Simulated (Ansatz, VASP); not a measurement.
# One calculation of MoS2, two programs

```xyz
3
Lattice="3.1497 0.0000 -0.0630 -1.5749 2.7277 0.0315 -0.1330 0.0000 6.6475" Properties=species:S:1:pos:R:3 pbc="T T T"
Mo    0.0000    0.0000    0.0000
S    -0.0313    1.8185    1.5666
S    -0.1016    1.8185    5.0809
```

Change from the starting cell: strain -0.0400 x Voigt [0, 0, 0, 0, 1, 0], atoms carried along.

Alike in both runs: task single point; functional PBE; dispersion D3(BJ); k mesh 12 × 12 × 4; occupations gaussian, width 0.05 eV; no spin polarisation.

|  | VASP | Ansatz |
| --- | --- | --- |
| version | VASP 6.6.1 | Ansatz 0.2.0 |
| potentials or method | VASP PAW PBE potentials, release 64 (Mo_sv, S), cutoff 520 eV | scalar-relativistic, plane waves, PAW |
| valence electrons in the cell | 26 | 26 |

Ansatz gave:

- gap on the k mesh at the Fermi level (eV): 1.19
- least direct gap on the mesh (eV): 1.75
- pressure (GPa): 0.3
- traceless stress, the component that is largest in VASP (GPa): 5.03
- rms of the force components (eV/Å): 0.283

Question: Estimate VASP's values.

Answer: gap on the k mesh at the Fermi level (eV): 1.20; least direct gap on the mesh (eV): 1.75; pressure (GPa): 0.1; traceless stress, the component that is largest in VASP (GPa): 5.01; rms of the force components (eV/Å): 0.282.

Atom by atom the forces differ by 0.006 eV/Å (rms over components).
